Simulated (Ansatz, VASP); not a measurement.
## Sb in VASP and in Ansatz

The input INCAR:

```
ALGO = Normal
EDIFF = 1E-6
ENCUT = 500
GGA = PE
GGA_COMPAT = False
ISIF = 2
ISMEAR = -1
LASPH = True
LCHARG = True
LELF = True
LREAL = False
LVHAR = True
LWAVE = False
NBANDS = 8
NELM = 120
PREC = Accurate
SIGMA = 0.05
```

Contents of KPOINTS:

```
k-points
0
Gamma
  12 12 12
```

File POSCAR:

```
Sb
1.0
    3.1111226451      0.0000000000      0.0000000000
    0.0000000000      3.1111226451      0.0000000000
    0.0000000000      0.0000000000      3.1111226451
Sb
1
Direct
    0.0000000000      0.0000000000      0.0000000000
```

Input for Ansatz:

```yaml
crystal:
  lattice:
    - [3.1111226451, 0.0, 0.0]
    - [0.0, 3.1111226451, 0.0]
    - [0.0, 0.0, 3.1111226451]
  atoms:
    - { symbol: Sb, position: [0.0, 0.0, 0.0] }
kpoints:
  mp_grid: { grid: [12, 12, 12] }
scf:
  occupations: { method: fermi_dirac, width: 0.05 }
hamiltonian:
  xc: pbe
  pseudopotentials: { kind: nc }
output:
  forces: true
  stress: true
  eigenvalues: true
```

Change from the starting cell: volume scaled by 1, norm-conserving files.

Alike in both runs: task single point; functional PBE; k mesh 12 × 12 × 12; occupations fermi-dirac, width 0.05 eV; no spin polarisation.

```csv
,VASP,Ansatz
version,VASP 6.6.1,Ansatz 0.2.0
potentials or method,"VASP PAW PBE potentials, release 64 (Sb)","norm-conserving pseudopotentials, scalar-relativistic"
plane-wave cutoff (eV),500,1088
valence electrons in the cell,5,15
```

|  | VASP | Ansatz | Ansatz less VASP |
| --- | --- | --- | --- |
| pressure (GPa) | 0.0 | 0.0 | +0.05 |

VASP's potentials hold 5 valence electrons a cell and Ansatz's 15, so a difference there can come from the potentials and not from the codes.

Spin-orbit coupling is off throughout.
